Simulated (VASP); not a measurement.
# Ga7N8 (a cell with a defect) in VASP: notebook

Runs on Ga7N8 (a cell with a defect). Level: PBE. Tasks: single point.

Everything below comes from runs of VASP 6.6.1. Logs are shortened: lines on timing, memory, paths and dates and some standing lists are left out, and cuts for length are marked.

## (1) The cell of the first run

The cell holds a defect, 15 atoms: a = 6.380 Å, b = 5.525 Å, c = 5.189 Å, α = 90.00°, β = 90.00°, γ = 90.00°.

## (2) Single point, PBE

INCAR

```
SYSTEM = Ga7N8
PREC = Accurate
ENCUT = 520
EDIFF = 1E-6
ISMEAR = -1
SIGMA = 0.05
LREAL = Auto
LASPH = .True.
NELM = 100
ALGO = Normal
ISIF = 2
LWAVE = .False.
LCHARG = .False.
GGA = PE
NBANDS = 78
NELECT = 132.0
```

KPOINTS

```
Automatic mesh
0
Gamma
  2 2 2
  0 0 0
```

POSCAR

```
Ga7N8
1.0
   -3.1900000000     -5.5252420000      0.0000000000
    4.7850000000     -2.7626210000      0.0000000000
    0.0000000000      0.0000000000      5.1890000000
Ga N
7 8
Direct
    0.5010208319      0.6682772108      0.0001532087
    0.2500000017      0.1503345884      0.0128866834
    0.2499999614      0.8303048855      0.5029691655
   -0.0010208817      0.6682771970      0.0001532087
   -0.0013066727      0.3340051649      0.4967646945
    0.5013066566      0.3340050647      0.4967646945
    0.7500000880      0.8388429009      0.5009523993
    0.4985224303      0.6689100424      0.3727176720
    0.4490594441      0.3556987726      0.8592923492
    0.2499999408      0.1617495948      0.3780763153
    0.2499999530      0.8354344514      0.8757594912
    0.0014775969      0.6689100385      0.3727176720
    0.0509406032      0.3556987512      0.8592923492
    0.7499999444      0.1707681970      0.4075717865
    0.7499999330      0.7921165698      0.8639283099
```

Potentials or basis: VASP PAW PBE potentials, release 64 (Ga_d, N).

On the command line:

```console
$ cat potpaw_PBE.64/Ga_d/POTCAR potpaw_PBE.64/N/POTCAR > POTCAR
$ mpirun -np 1 vasp_std > vasp.out
```

OUTCAR:

```text
SYSTEM = Ga7N8
   PREC = Accurate
   ENCUT = 520
   EDIFF = 1E-6
   ISMEAR = -1
   LREAL = Auto
   LASPH = .True.
   NELM = 100
   ISIF = 2
   GGA = PE
   NELECT = 132.0

 ion  position               nearest neighbor table
   1  0.501  0.668  0.000-  15 1.87   9 1.90   8 1.93  11 1.96
   2  0.250  0.150  0.013-  11 1.88  13 1.88   9 1.88  10 1.90
   3  0.250  0.830  0.503-  11 1.93  12 1.94   8 1.94  10 1.94
   4  0.999  0.668  0.000-  15 1.87  13 1.90  12 1.93  11 1.96
   5  0.999  0.334  0.497-  14 1.88  13 1.91  12 1.96  10 1.96
   6  0.501  0.334  0.497-  14 1.88   9 1.91   8 1.96  10 1.96
   7  0.750  0.839  0.501-  14 1.90  15 1.90  12 1.97   8 1.97
   8  0.499  0.669  0.373-   1 1.93   3 1.94   6 1.96   7 1.97
   9  0.449  0.356  0.859-   2 1.88   1 1.90   6 1.91
  10  0.250  0.162  0.378-   2 1.90   3 1.94   5 1.96   6 1.96
  11  0.250  0.835  0.876-   2 1.88   3 1.93   4 1.96   1 1.96
  12  0.001  0.669  0.373-   4 1.93   3 1.94   5 1.96   7 1.97
  13  0.051  0.356  0.859-   2 1.88   4 1.90   5 1.91
  14  0.750  0.171  0.408-   6 1.88   5 1.88   7 1.90
  15  0.750  0.792  0.864-   1 1.87   4 1.87   7 1.90

  LATTYP: Found a simple orthorhombic cell.
 ALAT       =     5.1890000000
 B/A-ratio  =     1.0647990089
 C/A-ratio  =     1.2295239804

  Lattice vectors:

 A1 = (   0.0000000000,   0.0000000000,  -5.1890000000)
 A2 = (   4.7850000000,  -2.7626210000,   0.0000000000)
 A3 = (  -3.1900000000,  -5.5252420000,   0.0000000000)

Analysis of symmetry for initial positions (statically):
=====================================================================
 Subroutine PRICEL returns:
 Original cell was already a primitive cell.

 Routine SETGRP: Setting up the symmetry group for a
 simple orthorhombic supercell.

 Subroutine GETGRP returns: Found  2 space group operations
 (whereof  1 operations were pure point group operations)
 out of a pool of  8 trial point group operations.

The static configuration has the point symmetry C_1 .
 The point group associated with its full space group is C_1h.

Analysis of symmetry for dynamics (positions and initial velocities):
=====================================================================
 Subroutine PRICEL returns:
 Original cell was already a primitive cell.

 Routine SETGRP: Setting up the symmetry group for a
 simple orthorhombic supercell.

 Subroutine GETGRP returns: Found  2 space group operations
 (whereof  1 operations were pure point group operations)
 out of a pool of  8 trial point group operations.

The dynamic configuration has the point symmetry C_1 .
 The point group associated with its full space group is C_1h.

 Subroutine INISYM returns: Found  2 space group operations
 (whereof  1 operations are pure point group operations),
 and found     1 'primitive' translations

----------------------------------------------------------------------------------------

                                     Primitive cell

  volume of cell :     182.9177

  direct lattice vectors                    reciprocal lattice vectors
    -3.190000000 -5.525242000  0.000000000    -0.078369906 -0.135740661  0.000000000
     4.785000000 -2.762621000  0.000000000     0.156739812 -0.090493774  0.000000000
     0.000000000  0.000000000  5.189000000     0.000000000  0.000000000  0.192715359

  length of vectors
     6.379999934  5.525242057  5.189000000     0.156739814  0.180987546  0.192715359

  position of ions in fractional coordinates (direct lattice)
     0.501020832  0.668277211  0.000153209
     0.250000002  0.150334588  0.012886683
     0.249999961  0.830304885  0.502969165
     0.998979118  0.668277197  0.000153209
     0.998693327  0.334005165  0.496764695
     0.501306657  0.334005065  0.496764695
     0.750000088  0.838842901  0.500952399
     0.498522430  0.668910042  0.372717672
     0.449059444  0.355698773  0.859292349
     0.249999941  0.161749595  0.378076315
     0.249999953  0.835434451  0.875759491
     0.001477597  0.668910039  0.372717672
[... 25 lines left out ...]

Automatic generation of k-mesh.
[... 47 lines left out ...]
     AMIX_MAG =   1.60;   BMIX_MAG =  1.00
  volume/ion in A,a.u.               =      12.19        82.29
  Fermi-wavevector in a.u.,A,eV,Ry     =   1.468411  2.774894 29.337297  2.156230
  Thomas-Fermi vector in A             =   2.583912
   LORBIT       =      0    0 simple, 1 ext, 2 COOP (PROOUT), +10 PAW based schemes
   GGA     = PE    functional components
   LHFCALC =     F    Hartree Fock is set to
   AEXX    =    0.0000 exact exchange contribution
   IVDW    =     0    specifies the selected vdW correction
   LEPSILON=     F    determine dielectric tensor
   LRPA    =     F    only Hartree local field effects (RPA)
 non-spin polarized calculation
  energy-cutoff  :      520.00
  volume of cell :      182.92
 maximum number of plane-waves:      4961
 NGX is ok and might be reduce to    48
   NGX = 23   NGY = 21   NGZ = 19

 number of electron     131.9999975 magnetization

 Free energy of the ion-electron system (eV)
  ---------------------------------------------------
  ext. energy  EPLUGINS =         0.00000000
  ---------------------------------------------------
  free energy    TOTEN  =       -82.85082167 eV

  energy without entropy =      -82.81693210  energy(sigma->0) =      -82.83387688

 E-fermi :   4.5662     XC(G=0): -11.1459

 val. band max:        4.5570033676   @ k =   0.0000   0.0000   0.0000
 cond. band min:       4.7271064386   @ k =   0.0000   0.5000   0.5000
 fundamental gap:      0.1701030710
 Fermi energy:         4.5661564239

 k-point     1 :       0.0000    0.0000    0.0000
  band No.  band energies     occupation
      1     -11.7990      2.00000
      2     -11.0048      2.00000
      3     -10.9515      2.00000
      4     -10.8711      2.00000
      5     -10.7655      2.00000
      6     -10.5119      2.00000
[... 637 lines left out ...]
     77      12.0016      0.00000
     78      12.1963      0.00000

------------------------ aborting loop because EDIFF is reached ----------------------------------------

  FORCE on cell =-STRESS in cart. coord.  units (eV):
  Direction    XX          YY          ZZ          XY          YZ          ZX
  --------------------------------------------------------------------------------------
  -------------------------------------------------------------------------------------
  Total       18.7051187     15.8192340     19.8002713     -2.4992490      0.3529208     -0.6112782
  in kB      163.8382862    138.5607993    173.4307366    -21.8909422      3.0912361     -5.3541905
  external PRESSURE =     158.6099407 kB  Pullay stress =       0.0000000 kB

 VOLUME and BASIS-vectors are now :
 -----------------------------------------------------------------------------
  energy-cutoff  :      520.00
  volume of cell :      182.92
      direct lattice vectors                 reciprocal lattice vectors
    -3.190000000 -5.525242000  0.000000000    -0.078369906 -0.135740661  0.000000000
     4.785000000 -2.762621000  0.000000000     0.156739812 -0.090493774  0.000000000
     0.000000000  0.000000000  5.189000000     0.000000000  0.000000000  0.192715359

 POSITION                                       TOTAL-FORCE (eV/Angst)
 -----------------------------------------------------------------------------------
      1.59945     -4.61446      0.00079        -0.008616     -0.021339     -0.008871
     -0.07815     -1.79663      0.06687         0.002586     -0.001493      0.005516
      3.17551     -3.67513      2.60991         0.005807     -0.003353     -0.018453
      0.01096     -7.36580      0.00079         0.014173      0.018131     -0.008871
     -1.58762     -6.44075      2.57771        -0.002598      0.022174      0.003789
     -0.00095     -3.69257      2.57771        -0.020502     -0.008837      0.003789
      1.62136     -6.46134      2.59944         0.008914     -0.005146     -0.006390
      1.61045     -4.60240      1.93403        -0.007115     -0.006843     -0.002400
      0.26952     -3.46382      4.45887         0.006741      0.003276      0.003230
     -0.02353     -1.82816      1.96184         0.000801     -0.000462     -0.026106
      3.20005     -3.68930      4.54432         0.014887     -0.008595      0.016179
      3.19602     -1.85611      1.93403         0.002369      0.009583     -0.002400
      1.53952     -1.26412      4.45887         0.000533     -0.007476      0.003230
     -1.57537     -4.61570      2.11489        -0.000855      0.000494      0.015235
      1.39778     -6.33225      4.48292        -0.017125      0.009887      0.022519
 -----------------------------------------------------------------------------------
    total drift:                                0.010636     -0.006819      0.008779

  FREE ENERGIE OF THE ION-ELECTRON SYSTEM (eV)
  ---------------------------------------------------
  free  energy   TOTEN  =       -82.8508216683 eV

  energy  without entropy=      -82.8169321013  energy(sigma->0) =      -82.83387688
```

Wall time 3 min (1 thread of AMD EPYC 9R45 (Zen 5), shared host); peak memory 0.27 GiB.

Results:

```yaml
Free_energy: -82.8508 eV
Largest_force: 0.030 eV/Å
```

Forces in eV/Å, atoms in the order of the input:
```
Ga  -0.009 -0.021 -0.009
Ga   0.003 -0.001  0.006
Ga   0.006 -0.003 -0.018
Ga   0.014  0.018 -0.009
Ga  -0.003  0.022  0.004
Ga  -0.021 -0.009  0.004
Ga   0.009 -0.005 -0.006
N   -0.007 -0.007 -0.002
N    0.007  0.003  0.003
N    0.001  0.000 -0.026
N    0.015 -0.009  0.016
N    0.002  0.010 -0.002
N    0.001 -0.007  0.003
N   -0.001  0.000  0.015
N   -0.017  0.010  0.023
```

Levels at points of the mesh, in eV from the Fermi level:
```csv
k point,band 63,band 64,band 65,band 66,band 67,band 68,band 69,band 70
"(0.00, 0.00, 0.00)",-0.86,-0.67,-0.17,-0.01,0.31,2.07,4.47,5.12
"(0.50, 0.00, 0.00)",-0.89,-0.52,-0.44,-0.17,-0.04,3.85,4.39,5.44
"(0.00, 0.50, 0.00)",-1.09,-0.88,-0.44,-0.23,0.28,4.03,4.49,4.82
"(0.50, 0.50, 0.00)",-1.17,-1.05,-0.79,-0.37,0.30,4.97,5.20,5.28
"(0.00, 0.00, 0.50)",-0.91,-0.89,-0.36,-0.23,0.22,3.84,4.41,4.45
"(0.50, 0.00, 0.50)",-1.66,-0.98,-0.84,-0.41,0.39,5.18,5.27,5.36
"(0.00, 0.50, 0.50)",-1.61,-1.61,-0.84,-0.22,0.16,4.22,4.71,4.83
"(0.50, 0.50, 0.50)",-1.93,-1.60,-0.93,-0.06,0.19,5.21,5.33,5.33
```

Caveat: the k points lie up to 0.61 Å⁻¹ apart; the cell carries a net charge on a neutralising background, which shifts energy and pressure; the cell is charged against a uniform background, so pressure and absolute levels hang on convention.

## (3) Single point, PBE

INCAR

```
SYSTEM = Ga7N8
PREC = Accurate
ENCUT = 520
EDIFF = 1E-6
ISMEAR = -1
SIGMA = 0.05
LREAL = Auto
LASPH = .TRUE.
NELM = 100
ALGO = Normal
ISIF = 2
LWAVE = .FALSE.
LCHARG = .FALSE.
GGA = PE
NELECT = 132.0
NBANDS = 78
```

KPOINTS

```
regular mesh
0
G
  2 2 2
  0 0 0
```

POSCAR

```
Ga7N8
1.0
   -3.1900000000     -5.5252420000      0.0000000000
    4.7850000000     -2.7626210000      0.0000000000
    0.0000000000      0.0000000000      5.1890000000
Ga N
7 8
Direct
    0.4993585724      0.6600175304      0.0018191540
    0.2507421349      0.1647941687     -0.0026310533
    0.2503524827      0.8297264790      0.5009207057
   -0.0006427046      0.6683703760      0.0034752104
   -0.0006359866      0.3480310542      0.5138869019
    0.7479839577      0.1647955747     -0.0026336504
    0.7483644878      0.8297306773      0.5009198769
    0.4993590528      0.7059111204      0.3650733850
    0.4993621359      0.3280734233      0.9089266537
    0.1974924925      0.1418655019      0.3596702671
    0.2479912457      0.8298054358      0.8735241638
   -0.0006428038      0.6626423531      0.3764719133
   -0.0006375444      0.3368629204      0.8786833459
    0.8012320247      0.1418703152      0.3596704875
    0.7507256521      0.8298073696      0.8735218386
```

Potentials or basis: VASP PAW PBE potentials, release 64 (Ga_d, N).

On the command line:

```console
$ cat potpaw_PBE.64/Ga_d/POTCAR potpaw_PBE.64/N/POTCAR > POTCAR
$ mpirun -np 1 vasp_std > vasp.out
```

Wall time 4.1 min (1 thread of Intel Xeon Platinum 8488C (Sapphire Rapids), shared host); peak memory 0.3 GiB.

It converged, with:

```yaml
Free_energy: -82.8510 eV
Largest_force: 0.026 eV/Å
```

Forces on the atoms (eV/Å):
```
Ga  -0.011  0.008  0.008
Ga  -0.003 -0.001  0.011
Ga  -0.009 -0.016 -0.003
Ga  -0.002 -0.001  0.005
Ga   0.002 -0.002 -0.020
Ga   0.001  0.004  0.009
Ga   0.009  0.017 -0.003
N    0.019 -0.011  0.004
N   -0.002  0.002  0.006
N    0.012 -0.001  0.002
N   -0.001  0.003 -0.010
N   -0.021  0.012  0.009
N    0.003 -0.002 -0.009
N    0.006 -0.010  0.002
N   -0.003  0.000 -0.010
```

Levels at points of the mesh, in eV from the Fermi level:
```tsv
k point	band 62	band 63	band 64	band 65	band 66	band 67	band 68	band 69	band 70	band 71
(0.00, 0.00, 0.00)	-1.02	-0.86	-0.67	-0.17	-0.01	0.31	2.07	4.47	5.11	5.74
(0.50, 0.00, 0.00)	-1.52	-0.90	-0.52	-0.44	-0.16	-0.04	3.84	4.39	5.44	5.71
(0.00, 0.50, 0.00)	-1.15	-1.09	-0.89	-0.44	-0.24	0.29	4.02	4.49	4.82	5.23
(0.50, 0.50, 0.00)	-1.54	-1.16	-1.06	-0.79	-0.38	0.31	4.97	5.20	5.28	5.79
(0.00, 0.00, 0.50)	-1.44	-0.91	-0.90	-0.37	-0.23	0.23	3.83	4.40	4.44	5.55
(0.50, 0.00, 0.50)	-1.71	-1.66	-0.98	-0.84	-0.41	0.40	5.18	5.26	5.35	5.65
(0.00, 0.50, 0.50)	-1.68	-1.62	-1.61	-0.85	-0.22	0.17	4.22	4.71	4.83	4.91
(0.50, 0.50, 0.50)	-2.14	-1.93	-1.61	-0.93	-0.06	0.20	5.21	5.33	5.33	5.47
```

Caveat: the k points lie up to 0.61 Å⁻¹ apart; the cell carries a net charge on a neutralising background, which shifts energy and pressure; the cell is charged against a uniform background, so pressure and absolute levels hang on convention.

## (4) Single point, PBE

INCAR

```
SYSTEM = Ga7N8
  ALGO = Normal
  EDIFF = 1E-7
  ENCUT = 520
  GGA = PE
  ISIF = 2
  ISMEAR = -1
  LASPH = .True.
  LCHARG = .False.
  LREAL = Auto
  LWAVE = .False.
  NBANDS = 78
  NELECT = 132.0
  NELM = 100
  PREC = Accurate
  SIGMA = 0.05
```

KPOINTS

```
k-points
0
Gamma
  2 2 2
  0 0 0
```

POSCAR

```
Ga7N8
1.0
   -3.1899999670     -5.5252420190      0.0000000000
    4.7849999835     -2.7626210286      0.0000000000
    0.0000000000      0.0000000000      5.1890000000
Ga N
7 8
Direct
    0.5010208868      0.6682772318      0.0001532954
    0.2500000000      0.1503344978      0.0128866399
    0.2500000000      0.8303048219      0.5029691564
   -0.0010208868      0.6682772318      0.0001532954
   -0.0013066752      0.3340051329      0.4967646581
    0.5013066752      0.3340051329      0.4967646581
    0.7500000000      0.8388429150      0.5009524077
    0.4985224270      0.6689100936      0.3727177149
    0.4490594472      0.3556987547      0.8592923717
    0.2500000000      0.1617495328      0.3780762669
    0.2500000000      0.8354344028      0.8757594338
    0.0014775730      0.6689100936      0.3727177149
    0.0509405528      0.3556987547      0.8592923717
    0.7500000000      0.1707682347      0.4075717999
    0.7500000000      0.7921165590      0.8639282151
```

On the command line:

```console
$ cat potpaw_PBE.64/Ga_d/POTCAR potpaw_PBE.64/N/POTCAR > POTCAR
$ mpirun -np 1 vasp_std > vasp.out
```

It took 4.7 min on 1 thread of Intel Xeon Platinum 8488C (Sapphire Rapids), shared host; peak memory 0.3 GiB.

It converged, with:

```yaml
Free_energy: -82.8508 eV
Largest_force: 0.030 eV/Å
```

Forces in eV/Å, atoms in the order of the input:
```
Ga  -0.009 -0.020 -0.009
Ga   0.004 -0.002  0.005
Ga   0.006 -0.003 -0.018
Ga   0.013  0.018 -0.009
Ga  -0.002  0.022  0.005
Ga  -0.020 -0.009  0.005
Ga   0.009 -0.005 -0.007
N   -0.007 -0.006 -0.002
N    0.007  0.003  0.003
N    0.001  0.000 -0.026
N    0.015 -0.009  0.016
N    0.002  0.009 -0.002
N    0.001 -0.007  0.003
N   -0.001  0.001  0.015
N   -0.017  0.010  0.023
```

Levels at points of the mesh, in eV from the Fermi level:
```
           k point  band 64  band 65  band 66  band 67  band 68  band 69
(0.00, 0.00, 0.00)    -0.67    -0.17    -0.01     0.31     2.07     4.47
(0.50, 0.00, 0.00)    -0.52    -0.44    -0.17    -0.04     3.85     4.39
(0.00, 0.50, 0.00)    -0.88    -0.44    -0.23     0.28     4.03     4.49
(0.50, 0.50, 0.00)    -1.05    -0.79    -0.37     0.30     4.97     5.20
(0.00, 0.00, 0.50)    -0.89    -0.36    -0.23     0.22     3.84     4.41
(0.50, 0.00, 0.50)    -0.98    -0.84    -0.41     0.39     5.18     5.27
(0.00, 0.50, 0.50)    -1.61    -0.84    -0.22     0.16     4.22     4.71
(0.50, 0.50, 0.50)    -1.60    -0.93    -0.06     0.19     5.21     5.33
```

Caveat: the k points lie up to 0.61 Å⁻¹ apart; the cell carries a net charge on a neutralising background, which shifts energy and pressure; the cell is charged against a uniform background, so pressure and absolute levels hang on convention.

## (5) Single point, PBE

INCAR

```
SYSTEM = Ga7N8
  PREC = Accurate
  ENCUT = 520
  EDIFF = 1E-7
  ISMEAR = -1
  SIGMA = 0.05
  LREAL = Auto
  LASPH = .True.
  NELM = 100
  ALGO = Normal
  ISIF = 2
  LWAVE = .False.
  LCHARG = .False.
  GGA = PE
  NBANDS = 78
  NELECT = 132.0
```

KPOINTS

```
regular mesh
0
Gamma
  2 2 2
  0 0 0
```

POSCAR

```
Ga7N8
1.0
   -3.1900000000     -5.5252420000      0.0000000000
    4.7850000000     -2.7626210000      0.0000000000
    0.0000000000      0.0000000000      5.1890000000
Ga N
7 8
Direct
    0.4993585418      0.6600175022      0.0018192330
    0.2507421367      0.1647942353     -0.0026311428
    0.2503524864      0.8297265270      0.5009207940
   -0.0006426588      0.6683703069      0.0034752361
   -0.0006359449      0.3480310001      0.5138868761
    0.7479839450      0.1647955662     -0.0026336481
    0.7483644147      0.8297307175      0.5009198304
    0.4993590114      0.7059110233      0.3650734246
    0.4993621213      0.3280733891      0.9089265754
    0.1974924637      0.1418654042      0.3596702640
    0.2479912992      0.8298054847      0.8735241858
   -0.0006427924      0.6626423181      0.3764719599
   -0.0006375556      0.3368629462      0.8786833687
    0.8012320826      0.1418702912      0.3596704567
    0.7507256632      0.8298072864      0.8735218732
```

On the command line:

```console
$ cat potpaw_PBE.64/Ga_d/POTCAR potpaw_PBE.64/N/POTCAR > POTCAR
$ mpirun -np 1 vasp_std > vasp.out
```

Wall time 4.9 min (1 thread of Intel Xeon Platinum 8488C (Sapphire Rapids), shared host); peak memory 0.3 GiB.

Results (log left out):

- Free energy: -82.8510 eV
- Largest force: 0.026 eV/Å

Forces in eV/Å, atoms in the order of the input:
```
Ga  -0.011  0.008  0.007
Ga  -0.003 -0.001  0.011
Ga  -0.008 -0.015 -0.003
Ga  -0.002 -0.001  0.005
Ga   0.002 -0.002 -0.020
Ga   0.001  0.004  0.009
Ga   0.009  0.016 -0.003
N    0.019 -0.011  0.004
N   -0.002  0.002  0.006
N    0.012 -0.001  0.002
N   -0.001  0.003 -0.010
N   -0.021  0.012  0.009
N    0.003 -0.002 -0.009
N    0.006 -0.010  0.002
N   -0.003 -0.001 -0.010
```

Levels at points of the mesh, in eV from the Fermi level:
```csv
k point,band 64,band 65,band 66,band 67,band 68,band 69
"(0.00, 0.00, 0.00)",-0.67,-0.17,-0.01,0.31,2.07,4.47
"(0.50, 0.00, 0.00)",-0.52,-0.44,-0.16,-0.04,3.84,4.39
"(0.00, 0.50, 0.00)",-0.89,-0.44,-0.24,0.29,4.02,4.49
"(0.50, 0.50, 0.00)",-1.06,-0.79,-0.38,0.31,4.97,5.20
"(0.00, 0.00, 0.50)",-0.90,-0.37,-0.23,0.23,3.83,4.40
"(0.50, 0.00, 0.50)",-0.98,-0.84,-0.41,0.40,5.18,5.27
"(0.00, 0.50, 0.50)",-1.61,-0.85,-0.22,0.17,4.22,4.71
"(0.50, 0.50, 0.50)",-1.61,-0.93,-0.06,0.20,5.21,5.33
```

Caveat: the k points lie up to 0.61 Å⁻¹ apart; the cell carries a net charge on a neutralising background, which shifts energy and pressure; the cell is charged against a uniform background, so pressure and absolute levels hang on convention.
